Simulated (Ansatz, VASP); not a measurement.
BaTiO3 in VASP and in Ansatz

```xyz
5
Lattice="3.9708 0.0000 0.0000 0.0000 2.8276 2.8363 0.0000 -2.8276 2.8363" Properties=species:S:1:pos:R:3 pbc="T T T"
Ba    0.0000    0.0000    0.0000
Ti    1.9854    0.0000    2.8811
O     0.0000    0.0000    2.7915
O     1.9854   -1.3889    4.2437
O     1.9854    1.3889    4.2437
```

Change from the starting cell: volume scaled by 0.99.

Alike in both runs: task single point; functional PBEsol; k mesh 8 × 8 × 8; occupations fermi-dirac, width 0.05 eV; no spin polarisation.

|  | VASP | Ansatz |
| --- | --- | --- |
| version | VASP 6.6.1 | Ansatz 0.2.0 |
| potentials or method | VASP PAW PBE potentials, release 64 (Ba_sv, Ti_sv, O), cutoff 520 eV | all-electron LAPW, scalar-relativistic |

VASP gave:

```
pressure (GPa)                                                : -0.8
traceless stress, the component that is largest in VASP (GPa) : -0.72
rms of the force components (eV/Å)                            : 0.085
```

Q: Which values does Ansatz return?

A: Pressure (GPa): -2.7; traceless stress, the component that is largest in VASP (GPa): -0.70; rms of the force components (eV/Å): 0.090.

VASP's potentials were made for PBE, not for PBEsol. Atom by atom the forces differ by 0.009 eV/Å (rms over components). Ansatz ran all-electron here, and VASP with PAW potentials.

Spin-orbit coupling is off throughout.
